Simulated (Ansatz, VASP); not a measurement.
**ZnSe: VASP beside Ansatz**

File INCAR:

```
  PREC = Accurate
  ENCUT = 520
  EDIFF = 1E-6
  ISMEAR = -1
  SIGMA = 0.05
  LREAL = False
  LASPH = True
  NELM = 80
  ALGO = Normal
  ISIF = 2
  LWAVE = False
  LCHARG = False
  GGA = PE
  NBANDS = 26
```

KPOINTS

```
Automatic mesh
0
Gamma
  7 7 5
```

File POSCAR:

```
ZnSe
1.0
    4.1617569094      0.0000000000      0.0000000000
    0.0000000000      4.1617569094      0.0000000000
    0.0000000000      0.0000000000      6.1502321870
Se Zn
2 2
Direct
    0.5000000000      0.0000000000      0.7537200000
    0.0000000000      0.5000000000      0.2462800000
    0.5000000000      0.5000000000      0.0000000000
    0.0000000000      0.0000000000      0.0000000000
```

input.yaml

```yaml
crystal:
  lattice:
    - [4.1617569094, 0.0, 0.0]
    - [0.0, 4.1617569094, 0.0]
    - [0.0, 0.0, 6.150232187]
  atoms:
    - { symbol: Se, position: [0.5, 0.0, 0.75372] }
    - { symbol: Se, position: [0.0, 0.5, 0.24628] }
    - { symbol: Zn, position: [0.5, 0.5, 0.0] }
    - { symbol: Zn, position: [0.0, 0.0, 0.0] }
hamiltonian:
  xc: pbe
  pseudopotentials: { kind: paw }
kpoints:
  mp_grid: { grid: [7, 7, 5] }
scf:
  occupations: { method: fermi_dirac, width: 0.05 }
output:
  forces: true
  stress: true
  eigenvalues: true
  write_density: true
  write_potential: true
  elf: true
  volumetric_format: npy
```

Alike in both runs: task single point; functional PBE; k mesh 7 × 7 × 5; occupations fermi-dirac, width 0.05 eV; no spin polarisation.

```csv
,VASP,Ansatz
version,VASP 6.6.1,Ansatz 0.2.0
potentials or method,"VASP PAW PBE potentials, release 64 (Se, Zn)",Ansatz PAW
plane-wave cutoff (eV),520,420
valence electrons in the cell,36,56
```

Ansatz gave:

| Item | Value |
| --- | --- |
| gap on the k mesh at the Fermi level (eV) | 1.89 |
| least direct gap on the mesh (eV) | 1.89 |
| pressure (GPa) | -2.0 |
| traceless stress, the component that is largest in VASP (GPa) | 0.13 |
| rms of the force components (eV/Å) | 0.179 |

Question: Estimate VASP's values.

Answer: gap on the k mesh at the Fermi level (eV): 1.88; least direct gap on the mesh (eV): 1.88; pressure (GPa): -1.8; traceless stress, the component that is largest in VASP (GPa): 0.13; rms of the force components (eV/Å): 0.165.

Atom by atom the forces differ by 0.014 eV/Å (rms over components). VASP's potentials hold 36 valence electrons a cell and Ansatz's 56, so a difference there can come from the potentials and not from the codes.

Noted on Ansatz's run: odd divisions of the mesh miss points on the zone boundary, where band edges often lie, so the gap on the mesh can be too wide.
